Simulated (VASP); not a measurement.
The system is AlO.

```
CELL_PARAMETERS angstrom
5.48716 0.00000 0.00000
0.00000 5.48716 0.00000
0.00000 0.00000 5.48716
ATOMIC_POSITIONS crystal
Al 0.50000 0.00000 0.00000
Al 0.00000 0.50000 0.00000
Al 0.00000 0.00000 0.50000
O 0.00000 0.50000 0.50000
O 0.50000 0.00000 0.50000
O 0.50000 0.50000 0.00000
```

| Item | Value |
| --- | --- |
| Program | VASP 6.6.1 |
| Task | relaxation of cell and atoms |
| Functional | PBE |
| Potentials or basis | VASP PAW PBE potentials, release 64 (Al, O) |
| Cutoff | 600 eV |
| k mesh | 4 × 4 × 4 |
| Occupations | gaussian, width 0.1 eV |
| Spin | collinear spin, ferromagnetic start |
| Starting moments | [0.0, 0.0, 0.0, 1.0, 1.0, 1.0] μB |

At the start: pressure -16.4 GPa; volume 27.54 Å³/atom.

Where does the relaxation end?

Over 11 steps the energy falls by 2445.6 meV/atom and the volume is 10.29 Å³/atom (-62.6 %); space group Pm-3m (No. 221, to 0.05 Å); moment 0.00 μB per cell.

Step by step:
```csv
step,energy change (eV),largest force (eV/Å),pressure (GPa),volume (Å³)
1,0.0000,0.0000,-16.37,165.21
2,-8.2743,0.0000,-28.22,106.64
3,133.9457,0.0000,3196.04,15.76
4,-9.7604,0.0000,-29.05,98.37
5,-11.0270,0.0000,90.43,45.18
6,-13.8794,0.0000,-18.97,73.15
7,-14.5595,0.0000,11.00,58.25
8,-14.6656,0.0000,-2.56,62.72
9,-14.6719,0.0000,1.23,61.30
10,-14.6722,0.0000,-1.08,62.14
11,-14.6735,0.0000,0.00,61.74
```

Final structure:
```yaml
crystal:
  lattice:
    - [3.95229, 0.00000, 0.00000]
    - [0.00000, 3.95229, 0.00000]
    - [0.00000, 0.00000, 3.95229]
  atoms:
    - { symbol: Al, position: [0.50000, 0.00000, 0.00000] }
    - { symbol: Al, position: [0.00000, 0.50000, 0.00000] }
    - { symbol: Al, position: [0.00000, 0.00000, 0.50000] }
    - { symbol: O, position: [0.00000, 0.50000, 0.50000] }
    - { symbol: O, position: [0.50000, 0.00000, 0.50000] }
    - { symbol: O, position: [0.50000, 0.50000, 0.00000] }
```

Caveat: the volume moved by over 15 % at a fixed basis, so the end points are rough.
